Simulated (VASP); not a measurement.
# Se (P3_221) in VASP: notebook, part 2 of 2

VASP 6.6.1.

## Step 4: Electric field gradients, PBE (equal xx and yy strain of +3 %)

File INCAR:

```
ALGO = Normal
EDIFF = 1E-8
ENCUT = 520
GGA = PE
ISIF = 2
ISMEAR = -1
LASPH = True
LCHARG = False
LEFG = True
LREAL = False
LWAVE = False
NBANDS = 16
NELM = 80
PREC = Accurate
SIGMA = 0.03
```

File KPOINTS:

```
k-points
0
Gamma
  8 8 6
```

File POSCAR:

```
Se
1.0
    4.4858247679      0.0000000000      0.0000000000
   -2.2429123840      3.8848382060      0.0000000000
    0.0000000000      0.0000000000      4.9494500000
Se
3
Direct
    0.2170000000      0.0000000000      0.1666666667
    0.0000000000      0.2170000000      0.8333333333
    0.7830000000      0.7830000000      0.5000000000
```

Potentials or basis: VASP PAW PBE potentials, release 64 (Se).

Run with:

```sh
> cat potpaw_PBE.64/Se/POTCAR > POTCAR
> mpirun -np 1 vasp_std > vasp.out
```

OUTCAR:

```text
EDIFF = 1E-8
   ENCUT = 520
   GGA = PE
   ISIF = 2
   ISMEAR = -1
   LASPH = True
   LREAL = False
   NELM = 80
   PREC = Accurate

 ion  position               nearest neighbor table
   1  0.217  0.000  0.167-   3 2.36   2 2.36
   2  0.000  0.217  0.833-   3 2.36   1 2.36
   3  0.783  0.783  0.500-   1 2.36   2 2.36

  LATTYP: Found a hexagonal cell.
 ALAT       =     4.4858247679
 C/A-ratio  =     1.1033533979

  Lattice vectors:

 A1 = (   4.4858247679,   0.0000000000,   0.0000000000)
 A2 = (  -2.2429123840,   3.8848382060,   0.0000000000)
 A3 = (   0.0000000000,   0.0000000000,   4.9494500000)

Analysis of symmetry for initial positions (statically):
=====================================================================
 Subroutine PRICEL returns:
 Original cell was already a primitive cell.

 Routine SETGRP: Setting up the symmetry group for a
 hexagonal supercell.

 Subroutine GETGRP returns: Found  6 space group operations
[... 651 lines left out ...]
     0.000000000  0.000000000  4.949450000     0.000000000  0.000000000  0.202042651

 POSITION                                       TOTAL-FORCE (eV/Angst)
 -----------------------------------------------------------------------------------
      0.97342      0.00000      0.82491         0.554964     -0.000000      0.000000
     -0.48671      0.84301      4.12454        -0.277482      0.480613     -0.000000
      1.75620      3.04183      2.47472        -0.277482     -0.480613     -0.000000
 -----------------------------------------------------------------------------------
    total drift:                                0.000000      0.000000      0.000000

  FREE ENERGIE OF THE ION-ELECTRON SYSTEM (eV)
  ---------------------------------------------------
  free  energy   TOTEN  =       -10.4749144399 eV

  energy  without entropy=      -10.4749144399  energy(sigma->0) =      -10.47491444

 Electric field gradients (V/A^2)
---------------------------------------------------------------------
 ion       V_xx      V_yy      V_zz      V_xy      V_xz      V_yz
---------------------------------------------------------------------
   1     167.204  -349.355   182.151    -0.000    -0.000  -338.570
   2    -220.215    38.064   182.151  -223.677   293.211   169.285
   3    -220.215    38.064   182.151   223.677  -293.211   169.285
---------------------------------------------------------------------

 Electric field gradients after diagonalization (V/A^2)
 (convention: |V_zz| > |V_xx| > |V_yy|)
----------------------------------------------------------------------
 ion       V_xx      V_yy      V_zz     asymmetry (V_yy - V_xx)/ V_zz
----------------------------------------------------------------------
   1     346.810   167.204  -514.014       0.349
   2     346.810   167.204  -514.014       0.349
   3     346.810   167.204  -514.014       0.349
----------------------------------------------------------------------

           NMR quadrupolar parameters

 Cq : quadrupolar parameter    Cq=e*Q*V_zz/h
 eta: asymmetry parameters     (V_yy - V_xx)/ V_zz
 Q  : nuclear electric quadrupole moment in mb (millibarn)
----------------------------------------------------------------------
 ion       Cq(MHz)       eta       Q (mb)
----------------------------------------------------------------------
   1      -1.243       0.349       1.000
   2      -1.243       0.349       1.000
   3      -1.243       0.349       1.000
----------------------------------------------------------------------
```

OSZICAR:

```text
N       E                     dE             d eps       ncg     rms          rms(c)
DAV:   1     0.813133207837E+02    0.81313E+02   -0.71773E+03  1600   0.930E+02
DAV:   2    -0.521656082496E+01   -0.86530E+02   -0.82198E+02  2144   0.151E+02
DAV:   3    -0.105226390402E+02   -0.53061E+01   -0.52904E+01  2000   0.430E+01
DAV:   4    -0.105610691988E+02   -0.38430E-01   -0.38426E-01  2096   0.436E+00
DAV:   5    -0.105613601226E+02   -0.29092E-03   -0.29092E-03  2032   0.374E-01    0.700E+00
DAV:   6    -0.104977188145E+02    0.63641E-01   -0.37103E-02  1912   0.119E+00    0.433E+00
DAV:   7    -0.104753262750E+02    0.22393E-01   -0.76694E-02  1928   0.168E+00    0.206E-01
DAV:   8    -0.104747347454E+02    0.59153E-03   -0.85402E-03  1784   0.563E-01    0.101E-01
DAV:   9    -0.104748567722E+02   -0.12203E-03   -0.29681E-04  2232   0.109E-01    0.337E-02
DAV:  10    -0.104749104634E+02   -0.53691E-04   -0.55352E-05  1800   0.494E-02    0.693E-03
DAV:  11    -0.104749144644E+02   -0.40010E-05   -0.84121E-06  2176   0.173E-02    0.393E-03
DAV:  12    -0.104749144373E+02    0.27046E-07   -0.16764E-06  1920   0.821E-03    0.149E-03
DAV:  13    -0.104749144441E+02   -0.68108E-08   -0.29253E-07  2088   0.310E-03    0.508E-04
DAV:  14    -0.104749144399E+02    0.41908E-08   -0.29361E-08  1960   0.106E-03
   1 F= -.10474914E+02 E0= -.10474914E+02  d E =-.632714E-10
```

stdout:

```text
POSCAR found type information on POSCAR Se
 POSCAR found :  1 types and       3 ions
 scaLAPACK will be used
 LDA part: xc-table for (Slater+PW92), standard interpolation
 POSCAR, INCAR and KPOINTS ok, starting setup
 FFT: planning ... GRIDC
 FFT: planning ... GRID_SOFT
 FFT: planning ... GRID
 WAVECAR not read
 entering main loop
ion   1

ion   2
     0.0000499     4.2408351    -3.1218401    -2.8542524    -5.4071857     2.4484473
     0.0000687     4.2408350    -3.1218401    -2.8542524    -5.4071857     2.4484473
     0.0000946     4.2408350    -3.1218401    -2.8542523    -5.4071856     2.4484472
     0.0001302     4.2408349    -3.1218400    -2.8542523    -5.4071855     2.4484472

     0.0000499   204.7651250  -154.8656978  -144.2603438  -268.2352570   118.2212000
     0.0000687   204.7601449  -154.8619203  -144.2568235  -268.2287141   118.2183248
     0.0000946   204.7520718  -154.8557964  -144.2511169  -268.2181073   118.2136637
     0.0001302   204.7390496  -154.8459184  -144.2419122  -268.2009980   118.2061454

ion   3
     0.0000499    -4.2408351    -3.1218401    -2.8542524     5.4071857     2.4484473
     0.0000687    -4.2408350    -3.1218401    -2.8542524     5.4071857     2.4484473
     0.0000946    -4.2408350    -3.1218401    -2.8542523     5.4071856     2.4484472
     0.0001302    -4.2408349    -3.1218400    -2.8542523     5.4071855     2.4484472

     0.0000499  -204.7651250  -154.8656978  -144.2603438   268.2352570   118.2212000
     0.0000687  -204.7601450  -154.8619203  -144.2568235   268.2287141   118.2183248
     0.0000946  -204.7520718  -154.8557964  -144.2511170   268.2181073   118.2136637
     0.0001302  -204.7390496  -154.8459184  -144.2419122   268.2009980   118.2061454
```

Run time: 36 s. Hardware: 1 thread of Intel Xeon 6975P-C (Granite Rapids), shared host; peak memory 0.24 GiB.

Results:

```yaml
Free_energy: -10.4749 eV
Pressure: 2.6 GPa
Largest_force: 0.555 eV/Å
Band_gap_on_the_k_mesh: 1.23 eV, indirect (least direct gap 1.34 eV)
```

Forces on the atoms (eV/Å):
```
Se   0.555  0.000  0.000
Se  -0.277  0.481  0.000
Se  -0.277 -0.481  0.000
```

Levels at points of the mesh, in eV from the valence-band top:
```
           k point  band 6  band 7  band 8  band 9  band 10  band 11  band 12  band 13
(0.00, 0.00, 0.00)   -3.64   -2.05   -2.05   -0.38     2.04     2.04     2.34     5.90
(0.50, 0.00, 0.00)   -3.27   -2.72   -1.85   -0.95     2.08     2.53     4.03     5.59
(0.00, 0.00, 0.50)   -3.42   -1.48   -1.48   -1.03     1.38     1.38     1.38     6.40
(0.50, 0.00, 0.50)   -4.17   -1.70   -1.21    0.00     1.64     2.68     3.08     6.30
```

Electric field gradients, principal values (V/Å²):
```csv
atom,least,middle,greatest (by size)
1 Se,167.204,346.810,-514.014
2 Se,167.204,346.810,-514.014
3 Se,167.204,346.810,-514.014
```

Caveat: the cell differs from its parent crystal (equal xx and yy strain of +3 %); without QUAD_EFG the Cq values of the log hold for a quadrupole moment of 1 mb, not for the nuclei. A k mesh can miss the band edges.

## Step 5: Electric field gradients, PBE (equal xx and yy strain of -1 %)

File INCAR:

```
SYSTEM = Se
PREC     = Accurate       ! precision mode
ENCUT    = 520            ! plane-wave cutoff, eV
EDIFF    = 1E-8           ! SCF threshold, eV
ISMEAR   = -1             ! smearing method
SIGMA    = 0.03           ! smearing width, eV
LREAL    = .FALSE.        ! projectors in reciprocal space
LASPH    = .TRUE.         ! aspherical terms in the spheres
NELM     = 100            ! most SCF steps
ALGO     = Normal         ! electronic algorithm
ISIF     = 2              ! what is computed and relaxed
LWAVE    = .FALSE.        ! write WAVECAR
LCHARG   = .FALSE.        ! write CHGCAR
GGA      = PE             ! functional
LEFG     = .TRUE.       
NBANDS   = 16             ! bands
```

File KPOINTS:

```
Automatic mesh
0
G
  8 8 6
  0 0 0
```

File POSCAR:

```
Se
1.0
    4.3116179808      0.0000000000      0.0000000000
   -2.1558089904      3.7339707028      0.0000000000
    0.0000000000      0.0000000000      4.9494500000
Se
3
Direct
    0.2170000000      0.0000000000      0.1666666667
    0.0000000000      0.2170000000      0.8333333333
    0.7830000000      0.7830000000      0.5000000000
```

Potentials or basis: VASP PAW PBE potentials, release 64 (Se).

Run with:

```sh
> cat potpaw_PBE.64/Se/POTCAR > POTCAR
> mpirun -np 1 vasp_std > vasp.out
```

OUTCAR:

```text
SYSTEM = Se
   PREC = Accurate
   ENCUT = 520
   EDIFF = 1E-8
   ISMEAR = -1
   LREAL = .FALSE.
   LASPH = .TRUE.
   NELM = 100
   ISIF = 2
   GGA = PE

 ion  position               nearest neighbor table
   1  0.217  0.000  0.167-   3 2.31   2 2.31
   2  0.000  0.217  0.833-   3 2.31   1 2.31
   3  0.783  0.783  0.500-   1 2.31   2 2.31

  LATTYP: Found a hexagonal cell.
 ALAT       =     4.3116179808
 C/A-ratio  =     1.1479333332

  Lattice vectors:

 A1 = (   4.3116179808,   0.0000000000,   0.0000000000)
 A2 = (  -2.1558089904,   3.7339707028,   0.0000000000)
 A3 = (   0.0000000000,   0.0000000000,   4.9494500000)

Analysis of symmetry for initial positions (statically):
=====================================================================
 Subroutine PRICEL returns:
 Original cell was already a primitive cell.

 Routine SETGRP: Setting up the symmetry group for a
 hexagonal supercell.

 Subroutine GETGRP returns: Found  6 space group operations
 (whereof  2 operations were pure point group operations)
 out of a pool of 24 trial point group operations.

The static configuration has the point symmetry C_2 .
 The point group associated with its full space group is D_3 .

Analysis of symmetry for dynamics (positions and initial velocities):
=====================================================================
 Subroutine PRICEL returns:
 Original cell was already a primitive cell.

 Routine SETGRP: Setting up the symmetry group for a
 hexagonal supercell.

 Subroutine GETGRP returns: Found  6 space group operations
 (whereof  2 operations were pure point group operations)
 out of a pool of 24 trial point group operations.

The dynamic configuration has the point symmetry C_2 .
 The point group associated with its full space group is D_3 .

 Subroutine INISYM returns: Found  6 space group operations
 (whereof  2 operations are pure point group operations),
 and found     1 'primitive' translations

----------------------------------------------------------------------------------------

                                     Primitive cell

  volume of cell :      79.6834

  direct lattice vectors                    reciprocal lattice vectors
     4.311617981  0.000000000  0.000000000     0.231931494  0.133905711  0.000000000
    -2.155808990  3.733970703  0.000000000     0.000000000  0.267811421  0.000000000
     0.000000000  0.000000000  4.949450000     0.000000000  0.000000000  0.202042651

  length of vectors
     4.311617981  4.311617981  4.949450000     0.267811421  0.267811421  0.202042651

  position of ions in fractional coordinates (direct lattice)
     0.217000000  0.000000000  0.166666667
     0.000000000  0.217000000  0.833333333
     0.783000000  0.783000000  0.500000000

  ion indices of the primitive-cell ions
   primitive index   ion index
                 1           1
                 2           2
                 3           3

[... 76 lines left out ...]
   NFREE  =      0    steps in history (QN), initial steepest desc. (CG)
   ISIF   =      2    stress and relaxation
   ISYM   =      2    0-nonsym 1-usesym 2-fastsym
   POTIM  = 0.5000    time-step for ionic-motion
   TEBEG  =    0.0;   TEEND  =   0.0 temperature during run
   PSTRESS=    0.0 pullay stress
   NELECT =      18.0000    total number of electrons
   NUPDOWN=      -1.0000    fix difference up-down
   EMIN   =  10.00;   EMAX   =-10.00  energy-range for DOS
   EFERMI =   0.00;   METHOD = LEGACY
   ISMEAR =    -1;   SIGMA  =   0.03  broadening in eV -4-tet -1-fermi 0-gaus
   EFERMI_NEDOS =   21; number of points for ismear=-14 and -15
   IALGO  =     38    algorithm
   IMIX   =      4    mixing-type and parameters
     AMIX     =   0.40;   BMIX     =  1.00
     AMIX_MAG =   1.60;   BMIX_MAG =  1.00
  volume/ion in A,a.u.               =      26.56       179.24
  Fermi-wavevector in a.u.,A,eV,Ry     =   0.997033  1.884120 13.525215  0.994075
  Thomas-Fermi vector in A             =   2.129162
   LORBIT       =      0    0 simple, 1 ext, 2 COOP (PROOUT), +10 PAW based schemes
   GGA     = PE    functional components
   LHFCALC =     F    Hartree Fock is set to
   AEXX    =    0.0000 exact exchange contribution
   IVDW    =     0    specifies the selected vdW correction
   LEPSILON=     F    determine dielectric tensor
   LRPA    =     F    only Hartree local field effects (RPA)
 non-spin polarized calculation
  energy-cutoff  :      520.00
  volume of cell :       79.68
 maximum number of plane-waves:      2162
   NGX = 17   NGY = 17   NGZ = 19

 number of electron      18.0000000 magnetization

 Free energy of the ion-electron system (eV)
  ---------------------------------------------------
  ext. energy  EPLUGINS =         0.00000000
  ---------------------------------------------------
  free energy    TOTEN  =       -10.31781736 eV

  energy without entropy =      -10.31781736  energy(sigma->0) =      -10.31781736

 E-fermi :   3.4889     XC(G=0):  -8.9247

 val. band max:        2.9675624598   @ k =   0.5000  -0.0000   0.5000
 cond. band min:       4.0194729912   @ k =   0.3750   0.2500   0.5000
 fundamental gap:      1.0519105314
 Fermi energy:         3.4889432107

 k-point     1 :       0.0000    0.0000    0.0000
  band No.  band energies     occupation
      1     -13.3321      2.00000
      2      -8.9456      2.00000
      3      -8.9456      2.00000
      4      -1.0594      2.00000
      5      -1.0594      2.00000
      6      -0.8806      2.00000
[... 433 lines left out ...]
      3      -8.2816      2.00000
      4      -2.5470      2.00000
      5      -2.2719      2.00000
      6      -0.5039      2.00000
[... 8 lines left out ...]
     15      11.7087      0.00000
     16      12.6066      0.00000

 [... further k-points ...]
[... 5 lines left out ...]
  --------------------------------------------------------------------------------------
  -------------------------------------------------------------------------------------
  Total        2.8657532      2.8657532      4.5547121     -0.0000000      0.0000000      0.0000000
  in kB       57.6210609     57.6210609     91.5805813     -0.0000000      0.0000000      0.0000000
  external PRESSURE =      68.9409011 kB  Pullay stress =       0.0000000 kB

 VOLUME and BASIS-vectors are now :
 -----------------------------------------------------------------------------
  energy-cutoff  :      520.00
  volume of cell :       79.68
      direct lattice vectors                 reciprocal lattice vectors
     4.311617981  0.000000000  0.000000000     0.231931494  0.133905711  0.000000000
    -2.155808990  3.733970703  0.000000000     0.000000000  0.267811421  0.000000000
     0.000000000  0.000000000  4.949450000     0.000000000  0.000000000  0.202042651

 POSITION                                       TOTAL-FORCE (eV/Angst)
 -----------------------------------------------------------------------------------
      0.93562      0.00000      0.82491         1.409972      0.000000     -0.000000
     -0.46781      0.81027      4.12454        -0.704986      1.221071      0.000000
      1.68800      2.92370      2.47472        -0.704986     -1.221071     -0.000000
 -----------------------------------------------------------------------------------
    total drift:                                0.000001      0.000001     -0.000000

  FREE ENERGIE OF THE ION-ELECTRON SYSTEM (eV)
  ---------------------------------------------------
  free  energy   TOTEN  =       -10.3178173641 eV

  energy  without entropy=      -10.3178173634  energy(sigma->0) =      -10.31781736

 Electric field gradients (V/A^2)
---------------------------------------------------------------------
 ion       V_xx      V_yy      V_zz      V_xy      V_xz      V_yz
---------------------------------------------------------------------
   1     145.625  -346.546   200.921    -0.000     0.000  -309.662
   2    -223.503    22.582   200.921  -213.116   268.175   154.831
   3    -223.503    22.582   200.921   213.116  -268.175   154.831
---------------------------------------------------------------------

 Electric field gradients after diagonalization (V/A^2)
 (convention: |V_zz| > |V_xx| > |V_yy|)
----------------------------------------------------------------------
 ion       V_xx      V_yy      V_zz     asymmetry (V_yy - V_xx)/ V_zz
----------------------------------------------------------------------
   1     340.492   145.625  -486.117       0.401
   2     340.492   145.625  -486.117       0.401
   3     340.492   145.625  -486.117       0.401
----------------------------------------------------------------------

           NMR quadrupolar parameters

 Cq : quadrupolar parameter    Cq=e*Q*V_zz/h
 eta: asymmetry parameters     (V_yy - V_xx)/ V_zz
 Q  : nuclear electric quadrupole moment in mb (millibarn)
----------------------------------------------------------------------
 ion       Cq(MHz)       eta       Q (mb)
----------------------------------------------------------------------
   1      -1.175       0.401       1.000
   2      -1.175       0.401       1.000
   3      -1.175       0.401       1.000
----------------------------------------------------------------------
```

Wall time 40 s (1 thread of Intel Xeon Platinum 8375C at 2.90GHz (Ice Lake), shared host); peak memory 0.21 GiB.

Results:

```yaml
Free_energy: -10.3178 eV
Pressure: 6.9 GPa
Largest_force: 1.410 eV/Å
Band_gap_on_the_k_mesh: 1.05 eV, indirect (least direct gap 1.11 eV)
```

Forces on the atoms (eV/Å):
```
Se   1.410  0.000  0.000
Se  -0.705  1.221  0.000
Se  -0.705 -1.221  0.000
```

Electric field gradients, principal values (V/Å²):
```tsv
atom	least	middle	greatest (by size)
1 Se	145.625	340.492	-486.117
2 Se	145.625	340.492	-486.117
3 Se	145.625	340.492	-486.117
```

Caveat: the cell differs from its parent crystal (equal xx and yy strain of -1 %); without QUAD_EFG the Cq values of the log hold for a quadrupole moment of 1 mb, not for the nuclei; forces of over 1 eV/Å act on the atoms, so gaps and moduli don't describe the material at rest. A k mesh can miss the band edges.

## Step 6: The runs side by side

| cell | gap on the mesh (eV) | pressure (GPa) | largest force (eV/Å) |
| --- | --- | --- | --- |
| a = 4.399, b = 4.399, c = 4.949 Å, angles 90.0, 90.0, 120.0°, 3 atoms | 1.14 | 4.6 | 0.97 |
| a = 4.486, b = 4.486, c = 4.949 Å, angles 90.0, 90.0, 120.0°, 3 atoms | 1.23 | 2.6 | 0.55 |
| a = 4.312, b = 4.312, c = 4.949 Å, angles 90.0, 90.0, 120.0°, 3 atoms | 1.05 | 6.9 | 1.41 |

Alike in all rows: task electric field gradients; level PBE; potentials or basis VASP PAW PBE potentials, release 64 (Se); no spin polarisation; k mesh 8 × 8 × 6; cutoff (eV) 520; smearing fermi-dirac 0.03 eV.

Caveats: forces of over 1 eV/Å act on the atoms, so gaps and moduli don't describe the material at rest (some runs).

Total energies depend on the potentials used, so only differences within one code and one set of settings carry meaning.
